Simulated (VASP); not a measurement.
# PbSe (Pnma) in VASP: single point with PBE

Aim: the single point of PbSe with PBE.

All numbers are computed with VASP 6.6.1; they aren't measurements. Logs are shortened: lines on timing, memory, paths and dates and some standing lists are left out, and cuts for length are marked.

**1. The cell of the first run**

The typed cell holds 8 atoms: a = 12.470 Å, b = 4.391 Å, c = 4.392 Å, α = 90.00°, β = 90.00°, γ = 90.00°.

**2. Single point, PBE**

File INCAR:

```
  ALGO = Normal
  EDIFF = 1E-7
  ENCUT = 520
  GGA = PE
  ISIF = 2
  ISMEAR = 0
  LASPH = T
  LCHARG = F
  LREAL = F
  LWAVE = F
  NBANDS = 50
  NELM = 60
  PREC = Accurate
  SIGMA = 0.02
```

File KPOINTS:

```
k-points
0
Gamma
  2 6 6
```

File POSCAR:

```
PbSe
1.0
   12.4695805019      0.0000000000      0.0000000000
    0.0000000000      4.3907204938      0.0000000000
    0.0000000000      0.0000000000      4.3920941058
Pb Se
4 4
Direct
    0.8750325508      0.7500000000      0.7493923945
    0.3750325508      0.7500000000      0.7506076055
    0.1249674492      0.2500000000      0.2506076055
    0.6249674492      0.2500000000      0.2493923945
    0.6250004372      0.7500000000      0.7496416908
    0.1250004372      0.7500000000      0.7503583092
    0.3749995628      0.2500000000      0.2503583092
    0.8749995628      0.2500000000      0.2496416908
```

Potentials or basis: VASP PAW PBE potentials, release 64 (Pb_d, Se).

Run with:

```bash
$ cat potpaw_PBE.64/Pb_d/POTCAR potpaw_PBE.64/Se/POTCAR > POTCAR
$ mpirun -np 1 vasp_std > vasp.out
```

OUTCAR:

```text
EDIFF = 1E-7
   ENCUT = 520
   GGA = PE
   ISIF = 2
   ISMEAR = 0
   LASPH = T
   LREAL = F
   NELM = 60
   PREC = Accurate

 ion  position               nearest neighbor table
   1  0.875  0.750  0.749-   8 3.10   8 3.10   8 3.11   8 3.11   6 3.12   5 3.12
   2  0.375  0.750  0.751-   7 3.10   7 3.10   7 3.11   7 3.11   5 3.12   6 3.12
   3  0.125  0.250  0.251-   6 3.10   6 3.10   6 3.11   6 3.11   8 3.12   7 3.12
   4  0.625  0.250  0.249-   5 3.10   5 3.10   5 3.11   5 3.11   7 3.12   8 3.12
   5  0.625  0.750  0.750-   4 3.10   4 3.10   4 3.11   4 3.11   2 3.12   1 3.12
   6  0.125  0.750  0.750-   3 3.10   3 3.10   3 3.11   3 3.11   1 3.12   2 3.12
   7  0.375  0.250  0.250-   2 3.10   2 3.10   2 3.11   2 3.11   4 3.12   3 3.12
   8  0.875  0.250  0.250-   1 3.10   1 3.10   1 3.11   1 3.11   3 3.12   4 3.12

  LATTYP: Found a simple orthorhombic cell.
 ALAT       =     4.3907204938
 B/A-ratio  =     1.0003128443
 C/A-ratio  =     2.8399850365

  Lattice vectors:

 A1 = (   0.0000000000,   4.3907204938,   0.0000000000)
 A2 = (   0.0000000000,   0.0000000000,   4.3920941058)
 A3 = (  12.4695805019,   0.0000000000,   0.0000000000)

Analysis of symmetry for initial positions (statically):
=====================================================================
 Subroutine PRICEL returns:
 Original cell was already a primitive cell.

 Routine SETGRP: Setting up the symmetry group for a
 simple orthorhombic supercell.

 Subroutine GETGRP returns: Found  8 space group operations
 (whereof  2 operations were pure point group operations)
 out of a pool of  8 trial point group operations.

The static configuration has the point symmetry S_2 .
 The point group associated with its full space group is D_2h.

Analysis of symmetry for dynamics (positions and initial velocities):
=====================================================================
 Subroutine PRICEL returns:
 Original cell was already a primitive cell.

 Routine SETGRP: Setting up the symmetry group for a
 simple orthorhombic supercell.

 Subroutine GETGRP returns: Found  8 space group operations
 (whereof  2 operations were pure point group operations)
 out of a pool of  8 trial point group operations.

The dynamic configuration has the point symmetry S_2 .
 The point group associated with its full space group is D_2h.

 Subroutine INISYM returns: Found  8 space group operations
 (whereof  2 operations are pure point group operations),
 and found     1 'primitive' translations

----------------------------------------------------------------------------------------

                                     Primitive cell

  volume of cell :     240.4691

  direct lattice vectors                    reciprocal lattice vectors
    12.469580502  0.000000000  0.000000000     0.080195160  0.000000000  0.000000000
     0.000000000  4.390720494  0.000000000     0.000000000  0.227753054  0.000000000
     0.000000000  0.000000000  4.392094106     0.000000000  0.000000000  0.227681825

  length of vectors
    12.469580502  4.390720494  4.392094106     0.080195160  0.227753054  0.227681825

  position of ions in fractional coordinates (direct lattice)
     0.875032551  0.750000000  0.749392394
     0.375032551  0.750000000  0.750607606
     0.124967449  0.250000000  0.250607606
     0.624967449  0.250000000  0.249392394
     0.625000437  0.750000000  0.749641691
     0.125000437  0.750000000  0.750358309
     0.374999563  0.250000000  0.250358309
     0.874999563  0.250000000  0.249641691

  ion indices of the primitive-cell ions
   primitive index   ion index
                 1           1
                 2           2
                 3           3
                 4           4
                 5           5
                 6           6
                 7           7
                 8           8

----------------------------------------------------------------------------------------

 KPOINTS: k-points

Automatic generation of k-mesh.
 Grid dimensions read from file:
 generate k-points for:    2    6    6

 Generating k-lattice:

  Cartesian coordinates                     Fractional coordinates (reciprocal lattice)
     0.040097580  0.000000000  0.000000000     0.500000000  0.000000000  0.000000000
     0.000000000  0.037958842  0.000000000     0.000000000  0.166666667  0.000000000
     0.000000000  0.000000000  0.037946971     0.000000000  0.000000000  0.166666667

  Length of vectors
     0.040097580  0.037958842  0.037946971

  Shift w.r.t. Gamma in fractional coordinates (k-lattice)
     0.000000000  0.000000000  0.000000000

 Subroutine IBZKPT returns following result:
 ===========================================

 Found     32 irreducible k-points:

 Following reciprocal coordinates:
            Coordinates               Weight
  0.000000  0.000000  0.000000      1.000000
  0.500000  0.000000  0.000000      1.000000
  0.000000  0.166667  0.000000      2.000000
  0.500000  0.166667  0.000000      2.000000
  0.000000  0.333333  0.000000      2.000000
  0.500000  0.333333  0.000000      2.000000
[... 16 lines left out ...]
  0.000000  0.500000  0.333333      2.000000
  0.500000  0.500000  0.333333      2.000000
 [... further k-points ...]
   k-points           NKPTS =     32   k-points in BZ     NKDIM =     32   number of bands    NBANDS=     50
   number of dos      NEDOS =    301   number of ions     NIONS =      8
   total plane-waves  NPLWV = 124416
   dimension x,y,z NGX =    96 NGY =   36 NGZ =   36
   dimension x,y,z NGXF=   192 NGYF=   72 NGZF=   72
   ions per type =               4   4
   NGX,Y,Z   is equivalent  to a cutoff of  12.80, 13.63, 13.63 a.u.
   NGXF,Y,Z  is equivalent  to a cutoff of  25.60, 27.26, 27.25 a.u.
 SYSTEM =  unknown system
   PREC   = accura    normal or accurate (medium, high low for compatibility)
   ISTART =      0    job   : 0-new  1-cont  2-samecut
   ICHARG =      2    charge: 1-file 2-atom 10-const
   ISPIN  =      1    spin polarized calculation?
   LNONCOLLINEAR =      F non collinear calculations
   LSORBIT =      F    spin-orbit coupling
   LASPH  =      T    aspherical Exc in radial PAW
   ENCUT  =  520.0 eV  38.22 Ry    6.18 a.u.  23.19  8.16  8.17*2*pi/ulx,y,z
   NELM   =     60;   NELMIN=  2; NELMDL= -5     # of ELM steps
   EDIFF  = 0.1E-06   stopping-criterion for ELM
   LREAL  =      F    real-space projection
   EDIFFG = 0.1E-05   stopping-criterion for IOM
   NSW    =      0    number of steps for IOM
   IBRION =     -1    ionic relax: 0-MD 1-quasi-New 2-CG
   NFREE  =      0    steps in history (QN), initial steepest desc. (CG)
   ISIF   =      2    stress and relaxation
   ISYM   =      2    0-nonsym 1-usesym 2-fastsym
   POTIM  = 0.5000    time-step for ionic-motion
   TEBEG  =    0.0;   TEEND  =   0.0 temperature during run
   PSTRESS=    0.0 pullay stress
   NELECT =      80.0000    total number of electrons
   NUPDOWN=      -1.0000    fix difference up-down
   EMIN   =  10.00;   EMAX   =-10.00  energy-range for DOS
   EFERMI =   0.00;   METHOD = LEGACY
   ISMEAR =     0;   SIGMA  =   0.02  broadening in eV -4-tet -1-fermi 0-gaus
   EFERMI_NEDOS =   21; number of points for ismear=-14 and -15
   IALGO  =     38    algorithm
   IMIX   =      4    mixing-type and parameters
     AMIX     =   0.40;   BMIX     =  1.00
     AMIX_MAG =   1.60;   BMIX_MAG =  1.00
  volume/ion in A,a.u.               =      30.06       202.85
  Fermi-wavevector in a.u.,A,eV,Ry     =   1.134362  2.143634 17.507671  1.286778
  Thomas-Fermi vector in A             =   2.271066
   LORBIT       =      0    0 simple, 1 ext, 2 COOP (PROOUT), +10 PAW based schemes
   GGA     = PE    functional components
   LHFCALC =     F    Hartree Fock is set to
   AEXX    =    0.0000 exact exchange contribution
   IVDW    =     0    specifies the selected vdW correction
   LEPSILON=     F    determine dielectric tensor
   LRPA    =     F    only Hartree local field effects (RPA)
 non-spin polarized calculation
 Gauss-broadening in eV      SIGMA  =   0.02
  energy-cutoff  :      520.00
  volume of cell :      240.47
 maximum number of plane-waves:      6528
 NGX is ok and might be reduce to    96
   NGX = 47   NGY = 17   NGZ = 17

 number of electron      79.9999986 magnetization

 Free energy of the ion-electron system (eV)
  ---------------------------------------------------
  ext. energy  EPLUGINS =         0.00000000
  ---------------------------------------------------
  free energy    TOTEN  =       -32.77732351 eV

  energy without entropy =      -32.77732351  energy(sigma->0) =      -32.77732351

 E-fermi :   4.5554     XC(G=0):  -9.3137

 val. band max:        4.4637606575   @ k =   0.0000   0.0000   0.5000
 cond. band min:       4.9010306087   @ k =   0.0000   0.5000   0.0000
 fundamental gap:      0.4372699512
 Fermi energy:         4.5553998150

 k-point     1 :       0.0000    0.0000    0.0000
  band No.  band energies     occupation
      1     -12.3627      2.00000
      2     -12.3024      2.00000
      3     -12.3023      2.00000
      4     -12.2816      2.00000
      5     -12.2745      2.00000
      6     -12.2744      2.00000
[... 42 lines left out ...]
     49       9.2166      0.00000
     50       9.2240      0.00000

 k-point     2 :       0.5000    0.0000    0.0000
  band No.  band energies     occupation
      1     -12.3429      2.00000
      2     -12.3429      2.00000
      3     -12.2795      2.00000
      4     -12.2795      2.00000
      5     -12.2735      2.00000
      6     -12.2735      2.00000
[... 42 lines left out ...]
     49       9.0376      0.00000
     50       9.0378      0.00000

 k-point     3 :       0.0000    0.1667    0.0000
  band No.  band energies     occupation
      1     -12.3502      2.00000
      2     -12.2967      2.00000
      3     -12.2966      2.00000
      4     -12.2752      2.00000
      5     -12.2701      2.00000
      6     -12.2697      2.00000
[... 1102 lines left out ...]
     49       9.1138      0.00000
     50       9.1139      0.00000

 k-point    24 :       0.5000    0.5000    0.3333
  band No.  band energies     occupation
      1     -12.3335      2.00000
      2     -12.3335      2.00000
      3     -12.3335      2.00000
      4     -12.3335      2.00000
      5     -12.2744      2.00000
      6     -12.2744      2.00000
[... 42 lines left out ...]
     49       9.4263      0.00000
     50       9.4263      0.00000

 [... further k-points ...]

------------------------ aborting loop because EDIFF is reached ----------------------------------------

  FORCE on cell =-STRESS in cart. coord.  units (eV):
  Direction    XX          YY          ZZ          XY          YZ          ZX
  --------------------------------------------------------------------------------------
  -------------------------------------------------------------------------------------
  Total       -0.0353398     -0.0128083     -0.0293481      0.0000000      0.0000000      0.0000000
  in kB       -0.2354590     -0.0853382     -0.1955383      0.0000000      0.0000000      0.0000000
  external PRESSURE =      -0.1721119 kB  Pullay stress =       0.0000000 kB

 VOLUME and BASIS-vectors are now :
 -----------------------------------------------------------------------------
  energy-cutoff  :      520.00
  volume of cell :      240.47
      direct lattice vectors                 reciprocal lattice vectors
    12.469580502  0.000000000  0.000000000     0.080195160  0.000000000  0.000000000
     0.000000000  4.390720494  0.000000000     0.000000000  0.227753054  0.000000000
     0.000000000  0.000000000  4.392094106     0.000000000  0.000000000  0.227681825

 POSITION                                       TOTAL-FORCE (eV/Angst)
 -----------------------------------------------------------------------------------
     10.91129      3.29304      3.29140        -0.000497      0.000000      0.001357
      4.67650      3.29304      3.29674        -0.000497      0.000000     -0.001357
      1.55829      1.09768      1.10069         0.000497     -0.000000     -0.001357
      7.79308      1.09768      1.09535         0.000497     -0.000000      0.001357
      7.79349      3.29304      3.29250        -0.000080      0.000000      0.000494
      1.55870      3.29304      3.29564        -0.000080      0.000000     -0.000494
      4.67609      1.09768      1.09960         0.000080      0.000000     -0.000494
     10.91088      1.09768      1.09645         0.000080      0.000000      0.000494
 -----------------------------------------------------------------------------------
    total drift:                                0.000000      0.000000     -0.000000

  FREE ENERGIE OF THE ION-ELECTRON SYSTEM (eV)
  ---------------------------------------------------
  free  energy   TOTEN  =       -32.7773235050 eV

  energy  without entropy=      -32.7773235050  energy(sigma->0) =      -32.77732351
```

Wall time 2.8 min (1 thread of Intel Xeon 6975P-C (Granite Rapids), shared host); peak memory 0.51 GiB.

Results:

* Free energy: -32.7773 eV
* Pressure: 0.0 GPa
* Band gap on the k mesh: 0.44 eV

Caveat: spin-orbit coupling is left out, which moves the levels of the heavy elements. A k mesh can miss the band edges.
